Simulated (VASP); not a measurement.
**Al5Co2Ni3: single point with PBE**

Crystal: Al5Co2Ni3.

```
Al Co Ni
1.0
     2.86727    0.00000    0.00000
     0.00000    2.86727    0.00000
     0.00000    0.00000   14.48459
Al Co Ni
5 2 3
Direct
  0.50000 0.50000 0.89894
  0.50000 0.50000 0.10106
  0.50000 0.50000 0.30308
  0.50000 0.50000 0.50000
  0.50000 0.50000 0.69692
  0.00000 0.00000 0.40134
  0.00000 0.00000 0.59866
  0.00000 0.00000 0.79692
  0.00000 0.00000 0.00000
  0.00000 0.00000 0.20308
```

```
Program             : VASP 6.6.1
Task                : single point
Functional          : PBE
Potentials or basis : VASP PAW PBE potentials, release 64 (Al, Co, Ni)
Cutoff              : 520 eV
k mesh              : 8 × 8 × 2
Occupations         : gaussian, width 0.2 eV
Spin                : no spin polarisation
```

```json
{"Pressure": "0.1 GPa", "Largest force": "0.024 eV/Å"}
```

Forces in eV/Å, atoms in the order of the input:
```
Al   0.000  0.000  0.024
Al   0.000  0.000 -0.024
Al   0.000  0.000  0.014
Al   0.000  0.000  0.000
Al   0.000  0.000 -0.014
Co   0.000  0.000 -0.001
Co   0.000  0.000  0.001
Ni   0.000  0.000  0.009
Ni   0.000  0.000  0.000
Ni   0.000  0.000 -0.009
```

Stress tensor (GPa, compression positive):
```
0.11 0.00 0.00
0.00 0.11 0.00
0.00 0.00 0.03
```

Levels at points of the mesh, in eV from the Fermi level:
```csv
k point,band 27,band 28,band 29,band 30,band 31,band 32,band 33,band 34,band 35,band 36
"(0.00, 0.00, 0.00)",-0.96,-0.96,-0.77,-0.71,-0.51,0.05,1.84,1.93,5.47,5.81
"(0.50, 0.00, 0.00)",-1.52,-1.49,-1.20,-0.83,-0.80,-0.68,-0.56,-0.01,0.16,2.14
"(0.50, 0.50, 0.00)",-0.62,-0.49,-0.49,-0.19,-0.18,1.51,1.51,1.56,1.56,1.69
"(0.00, 0.00, 0.50)",-0.96,-0.96,-0.77,-0.71,-0.49,0.32,0.64,3.82,4.09,6.02
"(0.50, 0.00, 0.50)",-1.54,-1.49,-1.19,-0.84,-0.83,-0.65,-0.56,-0.02,0.17,1.80
"(0.50, 0.50, 0.50)",-0.57,-0.19,-0.18,0.42,0.42,0.46,0.46,1.69,1.79,2.16
```

Run time: 10 min on 1 thread of AMD EPYC 7R13, on a shared host, peak memory 0.29 GiB.

Spin polarisation is off, so any magnetic state and its effect on volume and gap are missing.
